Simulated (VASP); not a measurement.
# ZrS2 (P-3m1) in VASP: further runs, part 2 of 2

VASP 6.6.1. Earlier steps stand in the parts before.

## 4. Single point, r2SCAN, non-collinear spin, zero start, spin-orbit coupling (strain +4.0%)

Input file POSCAR:

```
ZrS2
1.0
    3.8213750484      0.0000000000      0.0000000000
   -1.9106875242      3.3094078693      0.0000000000
    0.0000000000      0.0000000000      6.0911305251
Zr S
1 2
Direct
    0.0000000000      0.0000000000      0.0000000000
    0.3333333333      0.6666666667      0.2264269557
    0.6666666667      0.3333333333      0.7735730443
```

Input file INCAR.step1:

```
PREC = Accurate
ENCUT = 550
ISMEAR = -1
SIGMA = 0.02
LREAL = False
LASPH = True
NELM = 200
MAGMOM = 0 0 0 0 0 0 0 0 0
LSORBIT = True
GGA_COMPAT = False
LMAXMIX = 4
NBANDS = 37
GGA = PE
ALGO = Normal
EDIFF = 1E-5
LWAVE = True
LCHARG = False
```

Input file INCAR.step2:

```
PREC = Accurate
ENCUT = 550
EDIFF = 1E-6
ISMEAR = -1
SIGMA = 0.02
LREAL = False
LASPH = True
NELM = 200
ALGO = Normal
ISIF = 2
LWAVE = False
LCHARG = False
MAGMOM = 0 0 0 0 0 0 0 0 0
LORBIT = 11
LSORBIT = True
GGA_COMPAT = False
LORBMOM = True
LMAXMIX = 4
METAGGA = R2SCAN
LMIXTAU = True
NBANDS = 37
ISTART = 1
```

Input file KPOINTS:

```
Automatic mesh
0
Gamma
  12 12 4
```

Potentials or basis: VASP PAW PBE potentials, release 64 (Zr_sv, S).

Launch:

```
$ cat potpaw_PBE.64/Zr_sv/POTCAR potpaw_PBE.64/S/POTCAR > POTCAR
$ cp INCAR.step1 INCAR
$ mpirun -np 1 vasp_ncl > vasp.out
$ cp INCAR.step2 INCAR
$ mpirun -np 1 vasp_ncl > vasp.out
```

OUTCAR:

```text
PREC = Accurate
   ENCUT = 550
   EDIFF = 1E-6
   ISMEAR = -1
   LREAL = False
   LASPH = True
   NELM = 200
   ISIF = 2
   LORBIT = 11
   LSORBIT = True
   METAGGA = R2SCAN
   ISTART = 1

 ion  position               nearest neighbor table
   1  0.000  0.000  0.000-   2 2.60   3 2.60   2 2.60   3 2.60   3 2.60   2 2.60
   2  0.333  0.667  0.226-   1 2.60   1 2.60   1 2.60
   3  0.667  0.333  0.774-   1 2.60   1 2.60   1 2.60

  LATTYP: Found a hexagonal cell.
 ALAT       =     3.8213750484
 C/A-ratio  =     1.5939630232

  Lattice vectors:

 A1 = (   3.8213750484,   0.0000000000,   0.0000000000)
 A2 = (  -1.9106875242,   3.3094078693,   0.0000000000)
 A3 = (   0.0000000000,   0.0000000000,   6.0911305251)
[... 1258 lines left out ...]
     0.0000000     0.0000000     0.0000000     0.0000000     0.0000000     0.0000000     0.0000000
     0.0000000     0.0000000     0.0000000     0.0000000     0.0000000     0.0000000     0.0000000
     0.0000000     0.0000000     0.0000000     0.0000000     0.0000000     0.0000000     0.0000000
     0.0000000     0.0000000     0.0000000     0.0000000     0.0000000     0.0000000     0.0000000
     0.0000000     0.0000000     0.0000000     0.0000000     0.0000000     0.0000000     0.0000000

 total charge

# of ion       s       p       d       tot
------------------------------------------
    1        2.158   6.013   1.314   9.486
    2        1.329   2.438   0.000   3.767
    3        1.329   2.438   0.000   3.767
--------------------------------------------------
tot          4.816  10.889   1.314  17.020

 magnetization (x)

# of ion       s       p       d       tot
------------------------------------------
    1        0.000   0.000  -0.000  -0.000
    2        0.000   0.000   0.000   0.000
    3        0.000   0.000   0.000   0.000
--------------------------------------------------
tot          0.000   0.000  -0.000   0.000

 magnetization (y)

# of ion       s       p       d       tot
------------------------------------------
    1        0.000   0.000   0.000   0.000
    2        0.000   0.000   0.000   0.000
    3       -0.000   0.000   0.000  -0.000
--------------------------------------------------
tot         -0.000   0.000   0.000  -0.000

 magnetization (z)

# of ion       s       p       d       tot
------------------------------------------
    1       -0.000   0.000   0.000  -0.000
    2        0.000   0.000   0.000   0.000
    3        0.000   0.000   0.000   0.000
--------------------------------------------------
tot         -0.000   0.000   0.000  -0.000
```

OSZICAR.step1:

```text
N       E                     dE             d eps       ncg     rms          rms(c)
DAV:   1     0.190662060609E+03    0.19066E+03   -0.11587E+04  5106   0.123E+03
DAV:   2    -0.845872560454E+01   -0.19912E+03   -0.18995E+03  6391   0.303E+02
DAV:   3    -0.228464143947E+02   -0.14388E+02   -0.14226E+02  7620   0.720E+01
DAV:   4    -0.238352729578E+02   -0.98886E+00   -0.98550E+00  8144   0.154E+01
DAV:   5    -0.238674145017E+02   -0.32142E-01   -0.32139E-01  7090   0.219E+00    0.150E+01
DAV:   6    -0.214456187959E+02    0.24218E+01   -0.42533E+00  5576   0.148E+01    0.675E+00
DAV:   7    -0.214173177987E+02    0.28301E-01   -0.65890E-01  7670   0.426E+00    0.398E+00
DAV:   8    -0.214213600248E+02   -0.40422E-02   -0.88409E-02  6559   0.194E+00    0.508E-01
DAV:   9    -0.214209514053E+02    0.40862E-03   -0.12115E-02  6835   0.703E-01    0.577E-01
DAV:  10    -0.214211755704E+02   -0.22417E-03   -0.14653E-03  6886   0.261E-01    0.250E-01
DAV:  11    -0.214213596903E+02   -0.18412E-03   -0.47759E-04  6582   0.182E-01    0.130E-01
DAV:  12    -0.214213308676E+02    0.28823E-04   -0.59498E-05  6360   0.668E-02    0.436E-02
DAV:  13    -0.214213442162E+02   -0.13349E-04   -0.32564E-05  5327   0.326E-02    0.131E-02
DAV:  14    -0.214213459084E+02   -0.16921E-05   -0.11664E-06  3636   0.860E-03
   1 F= -.21421346E+02 E0= -.21421346E+02  d E =-.118550E-13  mag=    -0.0000    -0.0000    -0.0000
```

Wall time 63 min (1 thread of Oxide Virtual Turin-like, shared host); peak memory 0.6 GiB.

Results:

| Item | Value |
| --- | --- |
| Free energy | -44.1450 eV |
| Pressure | -3.5 GPa |
| Largest force | 0.032 eV/Å |
| Net moment | 0.00 μB per cell |
| Valence electrons inside the program's atomic spheres | Zr 9.49; S 3.77 |

Forces on the atoms (eV/Å):
```
Zr   0.000  0.000  0.000
S    0.000  0.000 -0.032
S    0.000  0.000  0.032
```

Stress tensor (GPa, compression positive):
```
-5.09  0.00  0.00
 0.00 -5.09  0.00
 0.00  0.00 -0.40
```

Moments on the atoms (μB; x, y, z):
```
Zr  0.00 0.00 0.00
S   0.00 0.00 0.00
S   0.00 0.00 0.00
```

Caveat: the cell differs from its parent crystal (strain +4.0%); the cell stands under tension; the PAW data sets were made with another functional, which shifts forces and pressure a little.

## 5. Summary

```tsv
level	spin	cell	k mesh	cutoff (eV)	smearing	grid for exact exchange (PRECFOCK)	share of exact exchange	screening parameter	pressure (GPa)	moment (μB)	largest force (eV/Å)
HSE06	off	a = 3.601, b = 3.601, c = 5.740 Å, angles 90.0, 90.0, 120.0°, 3 atoms, strain -2.0%	6 × 6 × 4	400	gaussian 0.01 eV	Normal	0.25	0.2079 1/Å	3.1	-	0.19
r2SCAN	non-collinear, zero start, SOC	a = 3.711, b = 3.711, c = 5.915 Å, angles 90.0, 90.0, 120.0°, 3 atoms, strain +1.0%	12 × 12 × 4	550	fermi-dirac 0.02 eV	-	-	-	-0.5	0.00	0.04
r2SCAN	non-collinear, zero start, SOC	a = 3.821, b = 3.821, c = 6.091 Å, angles 90.0, 90.0, 120.0°, 3 atoms, strain +4.0%	12 × 12 × 4	550	fermi-dirac 0.02 eV	-	-	-	-3.5	0.00	0.03
```

Alike in all rows: task single point; potentials or basis VASP PAW PBE potentials, release 64 (Zr_sv, S).

Caveats: the PAW data sets were made with another functional, which shifts forces and pressure a little; the cell stands under pressure (at least some runs); the cell stands under tension (at least some runs).

Absolute energies hang on the potentials; compare differences alone.
